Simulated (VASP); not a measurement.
Input of a VASP 6.6.1 run:

The input INCAR:

```
SYSTEM = Zr3SnO8
PREC = Accurate
ENCUT = 520
EDIFF = 1E-6
ISMEAR = -1
SIGMA = 0.02
LREAL = .False.
LASPH = .True.
NELM = 80
ALGO = Normal
ISIF = 2
LWAVE = .False.
LCHARG = .True.
GGA = PE
LELF = .True.
LVHAR = .True.
NBANDS = 61
```

The input KPOINTS:

```
regular mesh
0
Gamma
  4 4 4
  0 0 0
```

POSCAR

```
Zr3SnO8
1.0
    3.4668991138     -3.4453279630      0.0000000000
    3.4668991138      3.4453279630      0.0000000000
    0.0000000000      0.0000000000      6.5180028604
Zr Sn O
3 1 8
Direct
    0.5000000000      0.5000000000      0.2493460762
    0.5000000000      0.5000000000      0.7506539238
    0.0000000000      0.0000000000      0.5000000000
    0.0000000000      0.0000000000      0.0000000000
    0.1942638357      0.1942638357      0.2481217700
    0.8057361643      0.8057361643      0.2481217700
    0.6957620196      0.3042379804      0.0000000000
    0.3042379804      0.6957620196      0.0000000000
    0.1942638357      0.1942638357      0.7518782300
    0.8057361643      0.8057361643      0.7518782300
    0.6936620453      0.3063379547      0.5000000000
    0.3063379547      0.6936620453      0.5000000000
```

Potentials or basis: VASP PAW PBE potentials, release 64 (Zr_sv, Sn_d, O).

The run is started by

```sh
$ cat potpaw_PBE.64/Zr_sv/POTCAR potpaw_PBE.64/Sn_d/POTCAR potpaw_PBE.64/O/POTCAR > POTCAR
$ mpirun -np 1 vasp_std > vasp.out
```

(1) Estimate the band gap on the k mesh.

(2) Estimate the largest force.

Results:

(1) 2.59 eV.

(2) 0.024 eV/Å.

Caveat: spin-orbit coupling is left out, which moves the levels of the heavy elements.
